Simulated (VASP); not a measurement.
Set up this calculation in VASP 6.6.1, as the native input.

```yaml
Task: single point
Functional: r2SCAN
Potentials_or_basis: VASP PAW PBE potentials, release 64 (Pd)
Cutoff: 520 eV
k_mesh: 14 × 14 × 14
Occupations: fermi-dirac, width 0.05 eV
Spin: collinear spin, ferromagnetic start
Starting_moments: "[0.5] μB"
Dipole_correction: no
Further_INCAR_settings: ALGO = Normal; EDIFF = 1e-06; NBANDS = 15
```

Pd:

```
Pd
1.0
     2.65533    0.00000    0.00000
     0.00000    2.65533    0.00000
     0.00000    0.00000    2.65533
Pd
1
Direct
  0.00000 0.00000 0.00000
```

This cell differs from its parent crystal: volume scaled by 1.08.

The input as run:

POSCAR

```
Pd
1.0
    2.6553289715      0.0000000000      0.0000000000
    0.0000000000      2.6553289715      0.0000000000
    0.0000000000      0.0000000000      2.6553289715
Pd
1
Direct
    0.0000000000      0.0000000000      0.0000000000
```

INCAR.step1

```
  ALGO = Normal
  EDIFF = 1E-4
  ENCUT = 520
  GGA = PE
  ISMEAR = -1
  ISPIN = 2
  LASPH = True
  LCHARG = False
  LMAXMIX = 4
  LREAL = False
  LWAVE = True
  MAGMOM = 0.5
  NBANDS = 15
  NELM = 150
  PREC = Accurate
  SIGMA = 0.05
```

INCAR.step2

```
  ALGO = Normal
  EDIFF = 1E-6
  ENCUT = 520
  ISIF = 2
  ISMEAR = -1
  ISPIN = 2
  ISTART = 1
  LASPH = True
  LCHARG = True
  LELF = True
  LMAXMIX = 4
  LMIXTAU = True
  LORBIT = 11
  LREAL = False
  LVHAR = True
  LWAVE = False
  MAGMOM = 0.5
  METAGGA = R2SCAN
  NBANDS = 15
  NELM = 150
  PREC = Accurate
  SIGMA = 0.05
```

KPOINTS

```
k-points
0
Gamma
  14 14 14
```

Potentials or basis: VASP PAW PBE potentials, release 64 (Pd).

Launch:

```bash
$ cat potpaw_PBE.64/Pd/POTCAR > POTCAR
$ cp INCAR.step1 INCAR
$ mpirun -np 1 vasp_std > vasp.out
$ cp INCAR.step2 INCAR
$ mpirun -np 1 vasp_std > vasp.out
```

Results of the run:

```
Pressure                                              : -8.1 GPa
Band gap on the k mesh                                : zero (filled and empty bands overlap)
Net moment                                            : 0.00 μB per cell
Valence electrons inside the program's atomic spheres : Pd 9.31
```

Caveat: the PAW data sets were made with another functional, which shifts forces and pressure a little.

Wall time 120 s on 1 thread of Intel(R) Xeon(R) Platinum 8488C (Sapphire Rapids), with other jobs on the host, peak memory 0.17 GiB.
